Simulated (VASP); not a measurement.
Input of a VASP 6.6.1 run:

The input INCAR:

```
SYSTEM = In2O3
ALGO = Normal
EDIFF = 1E-7
EDIFFG = -0.01
ENCUT = 600
GGA = PE
GGA_COMPAT = .False.
IBRION = 2
ISIF = 3
ISMEAR = 0
LASPH = .True.
LCHARG = .False.
LREAL = .False.
LWAVE = .False.
NELM = 120
NELMIN = 4
NSW = 100
PREC = Accurate
SIGMA = 0.02
```

KPOINTS

```
k-points
0
Gamma
  6 6 6
  0 0 0
```

Contents of POSCAR:

```
In2O3
1.0
    2.7879965295      1.6096505468      4.9165342721
   -2.7879965295      1.6096505468      4.9165342721
    0.0000000000     -3.2193010936      4.9165342721
In O
4 6
Direct
    0.3572953597      0.3572953597      0.3572953597
    0.1427046403      0.1427046403      0.1427046403
    0.6427046403      0.6427046403      0.6427046403
    0.8572953597      0.8572953597      0.8572953597
    0.5464564540      0.9535435460      0.2500000000
    0.2500000000      0.5464564540      0.9535435460
    0.9535435460      0.2500000000      0.5464564540
    0.4535435460      0.0464564540      0.7500000000
    0.7500000000      0.4535435460      0.0464564540
    0.0464564540      0.7500000000      0.4535435460
```

Potentials or basis: VASP PAW PBE potentials, release 64 (In_d, O).

Command:

```bash
$ cat potpaw_PBE.64/In_d/POTCAR potpaw_PBE.64/O/POTCAR > POTCAR
$ mpirun -np 1 vasp_std > vasp.out
```

Problem. Estimate the relaxed volume.

Solution. 13.26 Å³/atom.

Problem. Estimate the relaxed cell.

Solution. a = 5.880 Å, b = 5.880 Å, c = 5.880 Å, α = 56.65°, β = 56.65°, γ = 56.65°.

Problem. What does it give for the space group after relaxing (to 0.1 Å)?

Solution. R-3c (No. 167).

Problem. Estimate the band gap on the k mesh.

Solution. 0.95 eV (least direct gap 1.03 eV).

Forces on the atoms (eV/Å):
```
In   0.000  0.000 -0.005
In   0.000  0.000  0.005
In   0.000  0.000  0.005
In   0.000  0.000 -0.005
O    0.002  0.000  0.000
O   -0.001  0.001  0.000
O   -0.001 -0.001  0.000
O   -0.002  0.000  0.000
O    0.001 -0.001  0.000
O    0.001  0.001  0.000
```

Caveat: spin-orbit coupling is left out, which moves the levels of the heavy elements. As with any semilocal functional, this PBE gap is likely too small.
